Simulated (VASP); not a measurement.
# SnSe (rocksalt type) (Fm-3m) in VASP: a series of runs

Runs on SnSe (rocksalt type). Level: LDA. Tasks: single point.

All numbers are computed with VASP 6.6.1; they aren't measurements. Logs are shortened: lines on timing, memory, paths and dates and some standing lists are left out, and cuts for length are marked.

## 1. The cell of the first run

It takes space group Fm-3m (No. 225, cubic). Conventional cell: a = 5.082 Å, b = 5.082 Å, c = 5.082 Å, α = 90.00°, β = 90.00°, γ = 90.00°. Sn (site symmetry m-3m) has 6 Se at 2.54 Å within 3.4 Å. Within 3.4 Å of Se (site symmetry m-3m) lie 6 Sn at 2.54 Å.

## 2. Single point, LDA (volume scaled by 0.64)

Input file INCAR:

```
SYSTEM = SnSe
PREC     = Accurate       ! precision mode
ENCUT    = 520            ! plane-wave cutoff, eV
EDIFF    = 1E-6           ! SCF threshold, eV
ISMEAR   = -1             ! smearing method
SIGMA    = 0.05           ! smearing width, eV
LREAL    = .False.        ! projectors in reciprocal space
LASPH    = .True.         ! aspherical terms in the spheres
NELM     = 80             ! most SCF steps
ALGO     = Normal         ! electronic algorithm
ISIF     = 2              ! what is computed and relaxed
LWAVE    = .False.        ! write WAVECAR
LCHARG   = .True.         ! write CHGCAR
GGA      = CA             ! functional
LELF     = .True.         ! ELF
LVHAR    = .True.       
NBANDS   = 17             ! bands
```

Input file KPOINTS:

```
Automatic mesh
0
Gamma
  14 14 14
  0 0 0
```

Input file POSCAR:

```
SnSe
1.0
    0.0000000000      2.5409722887      2.5409722887
    2.5409722887      0.0000000000      2.5409722887
    2.5409722887      2.5409722887      0.0000000000
Sn Se
1 1
Direct
    0.0000000000      0.0000000000      0.0000000000
    0.5000000000      0.5000000000      0.5000000000
```

Potentials or basis: VASP PAW LDA potentials, release 64 (Sn_d, Se).

Started as:

```console
cat potpaw_LDA.64/Sn_d/POTCAR potpaw_LDA.64/Se/POTCAR > POTCAR
mpirun -np 1 vasp_std > vasp.out
```

OUTCAR:

```text
SYSTEM = SnSe
   PREC = Accurate
   ENCUT = 520
   EDIFF = 1E-6
   ISMEAR = -1
   LREAL = .False.
   LASPH = .True.
   NELM = 80
   ISIF = 2
   GGA = CA

 ion  position               nearest neighbor table
   1  0.000  0.000  0.000-   2 2.54   2 2.54   2 2.54   2 2.54   2 2.54   2 2.54
   2  0.500  0.500  0.500-   1 2.54   1 2.54   1 2.54   1 2.54   1 2.54   1 2.54

  LATTYP: Found a face centered cubic cell.
 ALAT       =     5.0819445774

  Lattice vectors:

 A1 = (   0.0000000000,   2.5409722887,   2.5409722887)
 A2 = (   2.5409722887,   0.0000000000,   2.5409722887)
 A3 = (   2.5409722887,   2.5409722887,   0.0000000000)

Analysis of symmetry for initial positions (statically):
=====================================================================
 Subroutine PRICEL returns:
 Original cell was already a primitive cell.

 Routine SETGRP: Setting up the symmetry group for a
 face centered cubic supercell.

 Subroutine GETGRP returns: Found 48 space group operations
 (whereof 48 operations were pure point group operations)
 out of a pool of 48 trial point group operations.

The static configuration has the point symmetry O_h .

Analysis of symmetry for dynamics (positions and initial velocities):
=====================================================================
 Subroutine PRICEL returns:
 Original cell was already a primitive cell.

 Routine SETGRP: Setting up the symmetry group for a
 face centered cubic supercell.

 Subroutine GETGRP returns: Found 48 space group operations
 (whereof 48 operations were pure point group operations)
 out of a pool of 48 trial point group operations.

The dynamic configuration has the point symmetry O_h .

 Subroutine INISYM returns: Found 48 space group operations
 (whereof 48 operations are pure point group operations),
 and found     1 'primitive' translations

----------------------------------------------------------------------------------------

                                     Primitive cell

  volume of cell :      32.8118

  direct lattice vectors                    reciprocal lattice vectors
     0.000000000  2.540972289  2.540972289    -0.196775070  0.196775070  0.196775070
     2.540972289  0.000000000  2.540972289     0.196775070 -0.196775070  0.196775070
     2.540972289  2.540972289  0.000000000     0.196775070  0.196775070 -0.196775070

  length of vectors
     3.593477472  3.593477472  3.593477472     0.340824419  0.340824419  0.340824419

  position of ions in fractional coordinates (direct lattice)
     0.000000000  0.000000000  0.000000000
     0.500000000  0.500000000  0.500000000

  ion indices of the primitive-cell ions
   primitive index   ion index
                 1           1
                 2           2

----------------------------------------------------------------------------------------

 KPOINTS: Automatic mesh

Automatic generation of k-mesh.
 Grid dimensions read from file:
 generate k-points for:   14   14   14

 Generating k-lattice:

  Cartesian coordinates                     Fractional coordinates (reciprocal lattice)
    -0.014055362  0.014055362  0.014055362     0.071428571  0.000000000  0.000000000
     0.014055362 -0.014055362  0.014055362     0.000000000  0.071428571  0.000000000
     0.014055362  0.014055362 -0.014055362     0.000000000  0.000000000  0.071428571

  Length of vectors
     0.024344601  0.024344601  0.024344601

  Shift w.r.t. Gamma in fractional coordinates (k-lattice)
     0.000000000  0.000000000  0.000000000

 Subroutine IBZKPT returns following result:
 ===========================================

 Found    104 irreducible k-points:

 Following reciprocal coordinates:
            Coordinates               Weight
  0.000000  0.000000  0.000000      1.000000
  0.071429  0.000000  0.000000      8.000000
  0.142857  0.000000  0.000000      8.000000
  0.214286  0.000000  0.000000      8.000000
  0.285714  0.000000  0.000000      8.000000
  0.357143  0.000000  0.000000      8.000000
[... 16 lines left out ...]
  0.214286  0.142857  0.000000     24.000000
  0.285714  0.142857  0.000000     24.000000
 [... further k-points ...]
   k-points           NKPTS =    104   k-points in BZ     NKDIM =    104   number of bands    NBANDS=     17
   number of dos      NEDOS =    301   number of ions     NIONS =      2
   total plane-waves  NPLWV =  21952
   dimension x,y,z NGX =    28 NGY =   28 NGZ =   28
   dimension x,y,z NGXF=    56 NGYF=   56 NGZF=   56
   ions per type =               1   1
   NGX,Y,Z   is equivalent  to a cutoff of  12.95, 12.95, 12.95 a.u.
   NGXF,Y,Z  is equivalent  to a cutoff of  25.91, 25.91, 25.91 a.u.
 SYSTEM =  SnSe
   PREC   = accura    normal or accurate (medium, high low for compatibility)
   ISTART =      0    job   : 0-new  1-cont  2-samecut
   ICHARG =      2    charge: 1-file 2-atom 10-const
   ISPIN  =      1    spin polarized calculation?
   LNONCOLLINEAR =      F non collinear calculations
   LSORBIT =      F    spin-orbit coupling
   LASPH  =      T    aspherical Exc in radial PAW
   ENCUT  =  520.0 eV  38.22 Ry    6.18 a.u.   6.68  6.68  6.68*2*pi/ulx,y,z
   NELM   =     80;   NELMIN=  2; NELMDL= -5     # of ELM steps
   EDIFF  = 0.1E-05   stopping-criterion for ELM
   LREAL  =      F    real-space projection
   EDIFFG = 0.1E-04   stopping-criterion for IOM
   NSW    =      0    number of steps for IOM
   IBRION =     -1    ionic relax: 0-MD 1-quasi-New 2-CG
   NFREE  =      0    steps in history (QN), initial steepest desc. (CG)
   ISIF   =      2    stress and relaxation
   ISYM   =      2    0-nonsym 1-usesym 2-fastsym
   POTIM  = 0.5000    time-step for ionic-motion
   TEBEG  =    0.0;   TEEND  =   0.0 temperature during run
   PSTRESS=    0.0 pullay stress
   NELECT =      20.0000    total number of electrons
   NUPDOWN=      -1.0000    fix difference up-down
   EMIN   =  10.00;   EMAX   =-10.00  energy-range for DOS
   EFERMI =   0.00;   METHOD = LEGACY
   ISMEAR =    -1;   SIGMA  =   0.05  broadening in eV -4-tet -1-fermi 0-gaus
   EFERMI_NEDOS =   21; number of points for ismear=-14 and -15
   IALGO  =     38    algorithm
   IMIX   =      4    mixing-type and parameters
     AMIX     =   0.40;   BMIX     =  1.00
     AMIX_MAG =   1.60;   BMIX_MAG =  1.00
  volume/ion in A,a.u.               =      16.41       110.71
  Fermi-wavevector in a.u.,A,eV,Ry     =   1.388060  2.623053 26.214488  1.926711
  Thomas-Fermi vector in A             =   2.512222
   LORBIT       =      0    0 simple, 1 ext, 2 COOP (PROOUT), +10 PAW based schemes
   GGA     = CA    functional components
   LHFCALC =     F    Hartree Fock is set to
   AEXX    =    0.0000 exact exchange contribution
   IVDW    =     0    specifies the selected vdW correction
   LEPSILON=     F    determine dielectric tensor
   LRPA    =     F    only Hartree local field effects (RPA)
 non-spin polarized calculation
  energy-cutoff  :      520.00
  volume of cell :       32.81
 maximum number of plane-waves:       905
   NGX = 13   NGY = 13   NGZ = 13

 number of electron      19.9999992 magnetization

 Free energy of the ion-electron system (eV)
  ---------------------------------------------------
  ext. energy  EPLUGINS =         0.00000000
  ---------------------------------------------------
  free energy    TOTEN  =        -6.77017055 eV

  energy without entropy =       -6.76495342  energy(sigma->0) =       -6.76756199

 E-fermi :  13.1959     XC(G=0): -12.3266

 val. band max:       13.1667964741   @ k =   0.2857   0.0714   0.0000
 cond. band min:      13.2694171993   @ k =   0.5000   0.0000   0.0000
 fundamental gap:      0.1026207252
 Fermi energy:        13.1958647816

 k-point     1 :       0.0000    0.0000    0.0000
  band No.  band energies     occupation
      1      -9.4250      2.00000
      2      -9.4250      2.00000
      3      -9.3816      2.00000
      4      -9.3816      2.00000
      5      -9.3816      2.00000
      6      -5.8536      2.00000
[... 9 lines left out ...]
     16      19.0588      0.00000
     17      19.5807      0.00000

 k-point     2 :       0.0714    0.0000    0.0000
  band No.  band energies     occupation
      1      -9.4280      2.00000
      2      -9.4280      2.00000
      3      -9.3817      2.00000
      4      -9.3781      2.00000
      5      -9.3781      2.00000
      6      -5.7763      2.00000
[... 9 lines left out ...]
     16      19.0112      0.00000
     17      20.4945      0.00000

 k-point     3 :       0.1429    0.0000    0.0000
  band No.  band energies     occupation
      1      -9.4380      2.00000
      2      -9.4380      2.00000
      3      -9.3822      2.00000
      4      -9.3668      2.00000
      5      -9.3668      2.00000
      6      -5.5466      2.00000
[... 9 lines left out ...]
     16      18.8009      0.00000
     17      22.2527      0.00000

 k-point     4 :       0.2143    0.0000    0.0000
  band No.  band energies     occupation
      1      -9.4540      2.00000
      2      -9.4540      2.00000
      3      -9.3837      2.00000
      4      -9.3488      2.00000
      5      -9.3488      2.00000
      6      -5.1734      2.00000
[... 9 lines left out ...]
     16      19.4644      0.00000
     17      24.3368      0.00000

 k-point     5 :       0.2857    0.0000    0.0000
  band No.  band energies     occupation
      1      -9.4725      2.00000
      2      -9.4725      2.00000
      3      -9.3861      2.00000
      4      -9.3280      2.00000
      5      -9.3280      2.00000
      6      -4.6785      2.00000
[... 9 lines left out ...]
     16      20.4018      0.00000
     17      26.6363      0.00000

 k-point     6 :       0.3571    0.0000    0.0000
  band No.  band energies     occupation
      1      -9.4893      2.00000
      2      -9.4893      2.00000
      3      -9.3889      2.00000
      4      -9.3088      2.00000
      5      -9.3088      2.00000
      6      -4.1125      2.00000
[... 9 lines left out ...]
     16      21.5452      0.00000
     17      28.2677      0.00000

 k-point     7 :       0.4286    0.0000    0.0000
  band No.  band energies     occupation
      1      -9.5010      2.00000
      2      -9.5010      2.00000
      3      -9.3912      2.00000
      4      -9.2954      2.00000
      5      -9.2954      2.00000
      6      -3.5955      2.00000
[... 9 lines left out ...]
     16      22.7791      0.00000
     17      26.8341      0.00000

 k-point     8 :       0.5000    0.0000    0.0000
  band No.  band energies     occupation
      1      -9.5052      2.00000
      2      -9.5052      2.00000
      3      -9.3920      2.00000
      4      -9.2907      2.00000
      5      -9.2907      2.00000
      6      -3.3653      2.00000
[... 9 lines left out ...]
     16      23.5349      0.00000
     17      25.8140      0.00000
[... 203 lines left out ...]
      1      -9.4687      2.00000
      2      -9.4574      2.00000
      3      -9.3838      2.00000
      4      -9.3467      2.00000
      5      -9.3350      2.00000
      6      -4.9479      2.00000
[... 9 lines left out ...]
     16      20.9945      0.00000
     17      25.0196      0.00000

 k-point    20 :      -0.1429    0.0714    0.0000
  band No.  band energies     occupation
      1      -9.4521      2.00000
      2      -9.4395      2.00000
      3      -9.3834      2.00000
      4      -9.3638      2.00000
      5      -9.3536      2.00000
      6      -5.3669      2.00000
[... 9 lines left out ...]
     16      20.0344      0.00000
     17      23.1840      0.00000

 k-point    21 :      -0.0714    0.0714    0.0000
  band No.  band energies     occupation
      1      -9.4381      2.00000
      2      -9.4289      2.00000
      3      -9.3829      2.00000
      4      -9.3744      2.00000
      5      -9.3689      2.00000
      6      -5.6472      2.00000
[... 9 lines left out ...]
     16      19.4728      0.00000
     17      21.5349      0.00000

 k-point    22 :       0.1429    0.1429    0.0000
  band No.  band energies     occupation
      1      -9.4716      2.00000
      2      -9.4147      2.00000
      3      -9.3932      2.00000
      4      -9.3590      2.00000
      5      -9.3590      2.00000
      6      -5.4315      2.00000
[... 9 lines left out ...]
     16      20.9223      0.00000
     17      22.1620      0.00000

 k-point    23 :       0.2143    0.1429    0.0000
  band No.  band energies     occupation
      1      -9.4980      2.00000
      2      -9.4160      2.00000
      3      -9.3966      2.00000
      4      -9.3476      2.00000
      5      -9.3436      2.00000
      6      -5.1427      2.00000
[... 9 lines left out ...]
     16      21.2028      0.00000
     17      23.3140      0.00000

 k-point    24 :       0.2857    0.1429    0.0000
  band No.  band energies     occupation
      1      -9.5234      2.00000
      2      -9.4276      2.00000
      3      -9.3958      2.00000
      4      -9.3363      2.00000
      5      -9.3228      2.00000
      6      -4.7169      2.00000
[... 9 lines left out ...]
     16      21.7296      0.00000
     17      25.1221      0.00000

 [... further k-points ...]

------------------------ aborting loop because EDIFF is reached ----------------------------------------

  FORCE on cell =-STRESS in cart. coord.  units (eV):
  Direction    XX          YY          ZZ          XY          YZ          ZX
  --------------------------------------------------------------------------------------
  -------------------------------------------------------------------------------------
  Total       14.3750180     14.3750180     14.3750180     -0.0000000      0.0000000     -0.0000000
  in kB      701.9225542    701.9225542    701.9225542     -0.0000000      0.0000000     -0.0000000
  external PRESSURE =     701.9225542 kB  Pullay stress =       0.0000000 kB

 VOLUME and BASIS-vectors are now :
 -----------------------------------------------------------------------------
  energy-cutoff  :      520.00
  volume of cell :       32.81
      direct lattice vectors                 reciprocal lattice vectors
     0.000000000  2.540972289  2.540972289    -0.196775070  0.196775070  0.196775070
     2.540972289  0.000000000  2.540972289     0.196775070 -0.196775070  0.196775070
     2.540972289  2.540972289  0.000000000     0.196775070  0.196775070 -0.196775070

 POSITION                                       TOTAL-FORCE (eV/Angst)
 -----------------------------------------------------------------------------------
      0.00000      0.00000      0.00000         0.000000      0.000000      0.000000
      2.54097      2.54097      2.54097        -0.000000     -0.000000     -0.000000
 -----------------------------------------------------------------------------------
    total drift:                               -0.000000      0.000000      0.000000

  FREE ENERGIE OF THE ION-ELECTRON SYSTEM (eV)
  ---------------------------------------------------
  free  energy   TOTEN  =        -6.7701705534 eV

  energy  without entropy=       -6.7649534180  energy(sigma->0) =       -6.76756199
```

Run time: 22 s. Hardware: 1 thread of Intel Xeon 6975P-C (Granite Rapids), shared host; peak memory 0.18 GiB.

Results:

* Free energy: -6.7702 eV
* Pressure: 70.2 GPa
* Band gap on the k mesh: zero (band 10 reaches 13.65 eV, above the bottom of band 11 at 12.95 eV)

Levels at points of the mesh, in eV from the Fermi level:
```
           k point  band 7  band 8  band 9  band 10  band 11  band 12  band 13  band 14
(0.00, 0.00, 0.00)   -4.29   -4.29   -4.29    -2.94     4.72     4.72     4.72     5.86
(0.50, 0.00, 0.00)  -12.24   -3.69   -3.69    -1.04     0.07     0.07     2.75     9.63
(0.50, 0.50, 0.00)  -10.30   -7.01   -7.01    -6.84     0.50     8.25     8.25     9.18
```

Caveat: spin-orbit coupling is left out, which moves the levels of the heavy elements.

## 3. Single point, LDA (volume scaled by 0.8)

Input file INCAR:

```
SYSTEM = SnSe
PREC = Accurate
ENCUT = 520
EDIFF = 1E-6
ISMEAR = -1
SIGMA = 0.05
LREAL = .False.
LASPH = .True.
NELM = 60
ALGO = Normal
ISIF = 2
LWAVE = .False.
LCHARG = .True.
GGA = CA
LELF = .True.
LVHAR = .True.
NBANDS = 17
```

Input file KPOINTS:

```
regular mesh
0
Gamma
  14 14 14
  0 0 0
```

Input file POSCAR:

```
SnSe
1.0
    0.0000000000      2.7371794226      2.7371794226
    2.7371794226      0.0000000000      2.7371794226
    2.7371794226      2.7371794226      0.0000000000
Sn Se
1 1
Direct
    0.0000000000      0.0000000000      0.0000000000
    0.5000000000      0.5000000000      0.5000000000
```

Potentials or basis: VASP PAW LDA potentials, release 64 (Sn_d, Se).

Started as:

```console
cat potpaw_LDA.64/Sn_d/POTCAR potpaw_LDA.64/Se/POTCAR > POTCAR
mpirun -np 1 vasp_std > vasp.out
```

It took 27 s on 1 thread of Intel Xeon 6975P-C (Granite Rapids), shared host; peak memory 0.2 GiB.

Results (log left out):

| Property | Result |
| --- | --- |
| Free energy | -8.9235 eV |
| Pressure | 21.6 GPa |
| Band gap on the k mesh | zero (band 10 reaches 9.59 eV, above the bottom of band 11 at 9.54 eV) |

Levels at points of the mesh, in eV from the Fermi level:
| k point | band 6 | band 7 | band 8 | band 9 | band 10 | band 11 | band 12 | band 13 | band 14 | band 15 |
| --- | --- | --- | --- | --- | --- | --- | --- | --- | --- | --- |
| (0.00, 0.00, 0.00) | -16.59 | -4.38 | -3.45 | -3.45 | -3.45 | 4.95 | 4.95 | 4.95 | 5.10 | 5.10 |
| (0.50, 0.00, 0.00) | -14.89 | -10.30 | -3.08 | -3.08 | -0.72 | 0.51 | 0.51 | 1.44 | 8.67 | 10.17 |
| (0.50, 0.50, 0.00) | -14.19 | -8.10 | -6.63 | -5.54 | -5.54 | 1.53 | 6.63 | 6.63 | 7.49 | 11.16 |

Caveat: spin-orbit coupling is left out, which moves the levels of the heavy elements.

## 4. Single point, LDA (volume scaled by 0.88)

Input file INCAR:

```
SYSTEM = SnSe
PREC     = Accurate       ! precision mode
ENCUT    = 520            ! plane-wave cutoff, eV
EDIFF    = 1E-6           ! SCF threshold, eV
ISMEAR   = -1             ! smearing method
SIGMA    = 0.05           ! smearing width, eV
LREAL    = .False.        ! projectors in reciprocal space
LASPH    = .True.         ! aspherical terms in the spheres
NELM     = 100            ! most SCF steps
ALGO     = Normal         ! electronic algorithm
ISIF     = 2              ! what is computed and relaxed
LWAVE    = .False.        ! write WAVECAR
LCHARG   = .False.        ! write CHGCAR
GGA      = CA             ! functional
NBANDS   = 17             ! bands
```

Input file KPOINTS:

```
Automatic mesh
0
Gamma
  14 14 14
  0 0 0
```

Input file POSCAR:

```
SnSe
1.0
    0.0000000000      2.8255358904      2.8255358904
    2.8255358904      0.0000000000      2.8255358904
    2.8255358904      2.8255358904      0.0000000000
Sn Se
1 1
Direct
    0.0000000000      0.0000000000      0.0000000000
    0.5000000000      0.5000000000      0.5000000000
```

Started as:

```console
cat potpaw_LDA.64/Sn_d/POTCAR potpaw_LDA.64/Se/POTCAR > POTCAR
mpirun -np 1 vasp_std > vasp.out
```

Wall time 27 s (1 thread of Intel Xeon 6975P-C (Granite Rapids), shared host); peak memory 0.2 GiB.

The run converged. Its results:

```
Free energy            : -9.3200 eV
Pressure               : 10.2 GPa
Band gap on the k mesh : 0.10 eV, indirect (least direct gap 0.23 eV)
```

Levels at points of the mesh, in eV from the valence-band top:
```tsv
k point	band 7	band 8	band 9	band 10	band 11	band 12	band 13	band 14
(0.00, 0.00, 0.00)	-4.69	-2.97	-2.97	-2.97	4.72	4.72	4.72	5.40
(0.50, 0.00, 0.00)	-9.45	-2.65	-2.65	-0.47	0.79	0.79	1.11	8.50
(0.50, 0.50, 0.00)	-7.13	-6.41	-4.82	-4.82	2.08	6.16	6.16	6.95
```

Caveat: spin-orbit coupling is left out, which moves the levels of the heavy elements. A k mesh can miss the band edges.

(Continued in part 2 of 2.)
